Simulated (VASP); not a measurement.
# GaN (P6_3mc) in VASP: further runs

The runs below take GaN through single point, with PBEsol.

Program: VASP 6.6.1. These are calculated values, not measurements. Logs are shortened: lines on timing, memory, paths and dates and some standing lists are left out, and cuts for length are marked.

**1. The cell of the first run**

Symmetry: P6_3mc, No. 186, hexagonal system. The conventional cell has a = 3.076 Å, b = 3.076 Å, c = 5.272 Å, α = 90.00°, β = 90.00°, γ = 120.00°. Ga (site symmetry 3m) has 4 N at 1.91 to 1.94 Å within 2.5 Å. N (site symmetry 3m) has 4 Ga at 1.91 to 1.94 Å within 2.5 Å.

**2. Single point, PBEsol**

INCAR

```
SYSTEM = GaN
PREC = Accurate ; ENCUT = 600
EDIFF = 1E-6 ; ISMEAR = 0
SIGMA = 0.02 ; LREAL = .FALSE.
LASPH = .TRUE. ; NELM = 120
ALGO = Normal ; ISIF = 2
LWAVE = .FALSE. ; LCHARG = .FALSE.
GGA = PS ; NBANDS = 26
GGA_COMPAT = .FALSE.
```

KPOINTS

```
Automatic mesh
0
G
  9 9 5
  0 0 0
```

POSCAR

```
GaN
1.0
    3.0758056116      0.0000000000      0.0000000000
   -1.5379028058      2.6637257968      0.0000000000
    0.0000000000      0.0000000000      5.2715628840
Ga N
2 2
Direct
    0.3333333333      0.6666666667      0.0037880838
    0.6666666667      0.3333333333      0.5037880838
    0.3333333333      0.6666666667      0.3712119162
    0.6666666667      0.3333333333      0.8712119162
```

Potentials or basis: VASP PAW PBE potentials, release 64 (Ga_d, N).

Started as:

```bash
$ cat potpaw_PBE.64/Ga_d/POTCAR potpaw_PBE.64/N/POTCAR > POTCAR
$ mpirun -np 1 vasp_std > vasp.out
```

OUTCAR:

```text
SYSTEM = GaN
   PREC = Accurate
   ENCUT = 600
   EDIFF = 1E-6
   ISMEAR = 0
   LREAL = .FALSE.
   LASPH = .TRUE.
   NELM = 120
   ISIF = 2
   GGA = PS

 ion  position               nearest neighbor table
   1  0.333  0.667  0.004-   4 1.91   4 1.91   4 1.91   3 1.94
   2  0.667  0.333  0.504-   3 1.91   3 1.91   3 1.91   4 1.94
   3  0.333  0.667  0.371-   2 1.91   2 1.91   2 1.91   1 1.94
   4  0.667  0.333  0.871-   1 1.91   1 1.91   1 1.91   2 1.94

  LATTYP: Found a hexagonal cell.
 ALAT       =     3.0758056116
 C/A-ratio  =     1.7138803779

  Lattice vectors:

 A1 = (   3.0758056116,   0.0000000000,   0.0000000000)
 A2 = (  -1.5379028058,   2.6637257968,   0.0000000000)
 A3 = (   0.0000000000,   0.0000000000,   5.2715628840)

Analysis of symmetry for initial positions (statically):
=====================================================================
 Subroutine PRICEL returns:
 Original cell was already a primitive cell.

 Routine SETGRP: Setting up the symmetry group for a
 hexagonal supercell.

 Subroutine GETGRP returns: Found 12 space group operations
 (whereof  6 operations were pure point group operations)
 out of a pool of 24 trial point group operations.

The static configuration has the point symmetry C_3v.
 The point group associated with its full space group is C_6v.

Analysis of symmetry for dynamics (positions and initial velocities):
=====================================================================
 Subroutine PRICEL returns:
 Original cell was already a primitive cell.

 Routine SETGRP: Setting up the symmetry group for a
 hexagonal supercell.

 Subroutine GETGRP returns: Found 12 space group operations
 (whereof  6 operations were pure point group operations)
 out of a pool of 24 trial point group operations.

The dynamic configuration has the point symmetry C_3v.
 The point group associated with its full space group is C_6v.

 Subroutine INISYM returns: Found 12 space group operations
 (whereof  6 operations are pure point group operations),
 and found     1 'primitive' translations

----------------------------------------------------------------------------------------

                                     Primitive cell

  volume of cell :      43.1905

  direct lattice vectors                    reciprocal lattice vectors
[... 83 lines left out ...]
   ISTART =      0    job   : 0-new  1-cont  2-samecut
   ICHARG =      2    charge: 1-file 2-atom 10-const
   ISPIN  =      1    spin polarized calculation?
   LNONCOLLINEAR =      F non collinear calculations
   LSORBIT =      F    spin-orbit coupling
   LASPH  =      T    aspherical Exc in radial PAW
   ENCUT  =  600.0 eV  44.10 Ry    6.64 a.u.   6.14  6.14 10.53*2*pi/ulx,y,z
   NELM   =    120;   NELMIN=  2; NELMDL= -5     # of ELM steps
   EDIFF  = 0.1E-05   stopping-criterion for ELM
   LREAL  =      F    real-space projection
   EDIFFG = 0.1E-04   stopping-criterion for IOM
   NSW    =      0    number of steps for IOM
   IBRION =     -1    ionic relax: 0-MD 1-quasi-New 2-CG
   NFREE  =      0    steps in history (QN), initial steepest desc. (CG)
   ISIF   =      2    stress and relaxation
   ISYM   =      2    0-nonsym 1-usesym 2-fastsym
   POTIM  = 0.5000    time-step for ionic-motion
   TEBEG  =    0.0;   TEEND  =   0.0 temperature during run
   PSTRESS=    0.0 pullay stress
   NELECT =      36.0000    total number of electrons
   NUPDOWN=      -1.0000    fix difference up-down
   EMIN   =  10.00;   EMAX   =-10.00  energy-range for DOS
   EFERMI =   0.00;   METHOD = LEGACY
   ISMEAR =     0;   SIGMA  =   0.02  broadening in eV -4-tet -1-fermi 0-gaus
   EFERMI_NEDOS =   21; number of points for ismear=-14 and -15
   IALGO  =     38    algorithm
   IMIX   =      4    mixing-type and parameters
     AMIX     =   0.40;   BMIX     =  1.00
     AMIX_MAG =   1.60;   BMIX_MAG =  1.00
  volume/ion in A,a.u.               =      10.80        72.87
  Fermi-wavevector in a.u.,A,eV,Ry     =   1.540682  2.911467 32.296172  2.373702
  Thomas-Fermi vector in A             =   2.646735
   LORBIT       =      0    0 simple, 1 ext, 2 COOP (PROOUT), +10 PAW based schemes
   GGA     = PS    functional components
   LHFCALC =     F    Hartree Fock is set to
   AEXX    =    0.0000 exact exchange contribution
   IVDW    =     0    specifies the selected vdW correction
   LEPSILON=     F    determine dielectric tensor
   LRPA    =     F    only Hartree local field effects (RPA)
 non-spin polarized calculation
 Gauss-broadening in eV      SIGMA  =   0.02
  energy-cutoff  :      600.00
  volume of cell :       43.19
 maximum number of plane-waves:      1458
 NGX is ok and might be reduce to    28
   NGX = 13   NGY = 13   NGZ = 21

 number of electron      36.0000006 magnetization

 Free energy of the ion-electron system (eV)
  ---------------------------------------------------
  ext. energy  EPLUGINS =         0.00000000
  ---------------------------------------------------
  free energy    TOTEN  =       -26.12741529 eV

  energy without entropy =      -26.12741529  energy(sigma->0) =      -26.12741529

 E-fermi :   6.0765     XC(G=0): -12.2168

 val. band max:        5.9484202964   @ k =   0.0000   0.0000   0.0000
 cond. band min:       7.9008002777   @ k =   0.0000   0.0000   0.0000
 fundamental gap:      1.9523799813
 Fermi energy:         6.0765143706

 k-point     1 :       0.0000    0.0000    0.0000
  band No.  band energies     occupation
      1     -10.6557      2.00000
      2      -9.5501      2.00000
      3      -7.6798      2.00000
      4      -7.6399      2.00000
      5      -7.6399      2.00000
      6      -7.5741      2.00000
[... 685 lines left out ...]
     25      19.2563      0.00000
     26      19.6938      0.00000

 [... further k-points ...]
[... 5 lines left out ...]
  --------------------------------------------------------------------------------------
  -------------------------------------------------------------------------------------
  Total        4.2534031      4.2534031     -0.1269839      0.0000000      0.0000000     -0.0000000
  in kB      157.7826831    157.7826831     -4.7105494      0.0000000      0.0000000     -0.0000000
  external PRESSURE =     103.6182723 kB  Pullay stress =       0.0000000 kB

 VOLUME and BASIS-vectors are now :
 -----------------------------------------------------------------------------
  energy-cutoff  :      600.00
  volume of cell :       43.19
      direct lattice vectors                 reciprocal lattice vectors
     3.075805612  0.000000000  0.000000000     0.325118075  0.187707008  0.000000000
    -1.537902806  2.663725797  0.000000000     0.000000000  0.375414016  0.000000000
     0.000000000  0.000000000  5.271562884     0.000000000  0.000000000  0.189697064

 POSITION                                       TOTAL-FORCE (eV/Angst)
 -----------------------------------------------------------------------------------
     -0.00000      1.77582      0.01997         0.000000      0.000000     -0.005627
      1.53790      0.88791      2.65575        -0.000000     -0.000000     -0.005627
     -0.00000      1.77582      1.95687         0.000000      0.000000      0.005627
      1.53790      0.88791      4.59265         0.000000      0.000000      0.005627
 -----------------------------------------------------------------------------------
    total drift:                                0.000000      0.000000     -0.001015

  FREE ENERGIE OF THE ION-ELECTRON SYSTEM (eV)
  ---------------------------------------------------
  free  energy   TOTEN  =       -26.1274152857 eV

  energy  without entropy=      -26.1274152857  energy(sigma->0) =      -26.12741529
```

OSZICAR:

```text
N       E                     dE             d eps       ncg     rms          rms(c)
DAV:   1     0.289531849937E+03    0.28953E+03   -0.19118E+04  2090   0.284E+03
DAV:   2     0.883762056368E+01   -0.28069E+03   -0.26550E+03  1944   0.522E+02
DAV:   3    -0.286287919128E+02   -0.37466E+02   -0.36858E+02  2218   0.152E+02
DAV:   4    -0.299353859302E+02   -0.13066E+01   -0.13005E+01  2216   0.303E+01
DAV:   5    -0.299622775683E+02   -0.26892E-01   -0.26869E-01  2320   0.419E+00    0.105E+01
DAV:   6    -0.261080172963E+02    0.38543E+01   -0.88004E+00  3132   0.516E+01    0.304E+00
DAV:   7    -0.261732118152E+02   -0.65195E-01   -0.14631E+00  1992   0.893E+00    0.267E+00
DAV:   8    -0.261500556749E+02    0.23156E-01   -0.20126E-01  3142   0.606E+00    0.106E+00
DAV:   9    -0.261268239853E+02    0.23232E-01   -0.73175E-02  2982   0.461E+00    0.291E-01
DAV:  10    -0.261275352294E+02   -0.71124E-03   -0.47806E-03  2054   0.609E-01    0.804E-02
DAV:  11    -0.261274091831E+02    0.12605E-03   -0.75821E-04  2858   0.507E-01    0.259E-02
DAV:  12    -0.261274150312E+02   -0.58480E-05   -0.81838E-05  2096   0.818E-02    0.153E-02
DAV:  13    -0.261274152857E+02   -0.25452E-06   -0.79616E-06  2342   0.207E-02
   1 F= -.26127415E+02 E0= -.26127415E+02  d E =-.853336E-22
```

stdout:

```text
POSCAR found type information on POSCAR GaN
 POSCAR found :  2 types and       4 ions
 scaLAPACK will be used
 -----------------------------------------------------------------------------
|                                                                             |
|                                                                             |
|     You enforced a specific xc type in the INCAR file but a different       |
|     I HOPE YOU KNOW WHAT YOU ARE DOING!                                     |
|                                                                             |
 -----------------------------------------------------------------------------

 LDA part: xc-table for (Slater+PW92), standard interpolation
 POSCAR, INCAR and KPOINTS ok, starting setup
 FFT: planning ... GRIDC
 FFT: planning ... GRID_SOFT
 FFT: planning ... GRID
 WAVECAR not read
 entering main loop
```

It took 73 s on 1 thread of AMD EPYC 7R43 (Zen 3), shared host; peak memory 0.16 GiB.

What came out:

```yaml
Free_energy: -26.1274 eV
Pressure: 10.4 GPa
Largest_force: 0.006 eV/Å
Band_gap_on_the_k_mesh: 1.95 eV, direct
```

Forces on the atoms (eV/Å):
```
Ga   0.000  0.000 -0.006
Ga   0.000  0.000 -0.006
N    0.000  0.000  0.006
N    0.000  0.000  0.006
```

Caveat: the PAW data sets were made with another functional, which shifts forces and pressure a little. A hybrid or GW would open this gap; PBEsol tends to underestimate it.

[end of part 1 of 2]
